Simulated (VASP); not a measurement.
TePt: single point with PBEsol

TePt:

```
Te Pt
1.0
     3.94656    0.00000    0.00000
    -1.97328    3.41782    0.00000
     0.00000    0.00000    5.22816
Te Pt
2 2
Direct
  0.33333 0.66667 0.25000
  0.66667 0.33333 0.75000
  0.00000 0.00000 0.00000
  0.00000 0.00000 0.50000
```

This cell differs from its parent crystal: strain -0.040 along x and y, -0.040 along z.

```
Program                : VASP 6.6.1
Task                   : single point
Functional             : PBEsol
Potentials or basis    : VASP PAW PBE potentials, release 64 (Te, Pt)
Cutoff                 : 520 eV
k mesh                 : 12 × 12 × 10
Occupations            : gaussian, width 0.15 eV
Spin                   : no spin polarisation
Dipole correction      : no
Further INCAR settings : ALGO = Normal; EDIFF = 1e-06; NBANDS = 24
```

```
Pressure               : 43.3 GPa
Band gap on the k mesh : zero (bands 16 and 17 overlap by 1.74 eV)
```

Stress tensor (GPa, compression positive):
```
42.84  0.00  0.00
 0.00 42.84  0.00
 0.00  0.00 44.20
```

Levels at points of the mesh, in eV from the Fermi level:
| k point | band 14 | band 15 | band 16 | band 17 | band 18 | band 19 |
| --- | --- | --- | --- | --- | --- | --- |
| (0.00, 0.00, 0.00) | -2.11 | 0.22 | 0.75 | 0.98 | 2.84 | 2.84 |
| (0.50, 0.00, 0.00) | -2.96 | -2.68 | -1.48 | 1.72 | 3.25 | 3.26 |
| (0.00, 0.00, 0.50) | -2.92 | 1.21 | 1.21 | 1.21 | 1.21 | 4.29 |
| (0.50, 0.00, 0.50) | -4.07 | -0.84 | -0.84 | 0.84 | 0.84 | 2.73 |

Run time: 110 s on 1 thread of Intel(R) Xeon(R) Platinum 8488C (Sapphire Rapids), on a shared host, peak memory 0.3 GiB.

Caveat: the cell differs from its parent crystal (strain -0.040 along x and y, -0.040 along z); the cell stands under pressure; the PAW data sets were made with another functional, which shifts forces and pressure a little; spin-orbit coupling is left out, which moves the levels of the heavy elements.
